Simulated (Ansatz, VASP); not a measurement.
Ta2N in VASP and in Ansatz

```
Ta N
1.0
     5.22886    0.00000    0.00000
    -2.61443    4.52833    0.00000
     0.00000    0.00000    4.88353
Ta N
6 3
Direct
  0.65498 0.65498 0.75260
  0.00000 0.34502 0.75260
  0.34502 0.00000 0.75260
  0.34502 0.34502 0.24740
  0.00000 0.65498 0.24740
  0.65498 0.00000 0.24740
  0.66667 0.33333 0.50000
  0.33333 0.66667 0.50000
  0.00000 0.00000 0.00000
```

Alike in both runs: task single point; functional LDA; k mesh 9 × 9 × 8; occupations gaussian, width 0.15 eV; no spin polarisation.

```csv
,VASP,Ansatz
version,VASP 6.6.1,Ansatz 0.2.0
potentials or method,"VASP PAW LDA potentials, release 64 (Ta_pv, N), cutoff 520 eV","scalar-relativistic, plane waves, PAW"
valence electrons in the cell,81,93
```

Ansatz gave:

* gap on the k mesh at the Fermi level (eV): none
* pressure (GPa): 0.9
* traceless stress, the component that is largest in VASP (GPa): 0.92
* rms of the force components (eV/Å): 0.784

Task: Which values does VASP return?

Result: gap on the k mesh at the Fermi level (eV): none; pressure (GPa): 2.5; traceless stress, the component that is largest in VASP (GPa): 0.93; rms of the force components (eV/Å): 0.791.

Ansatz warns that its potentials were made for another functional, while VASP's fit it. LDA's correlation is that of Perdew and Zunger in VASP and of Perdew and Wang (1992) in Ansatz. Atom by atom the forces differ by 0.011 eV/Å (rms over components). A gap of «none» marks a metal or a gap that the smearing closes. VASP's potentials hold 81 valence electrons a cell and Ansatz's 93, so a difference there can come from the potentials and not from the codes.

Neither program's run includes spin-orbit coupling.
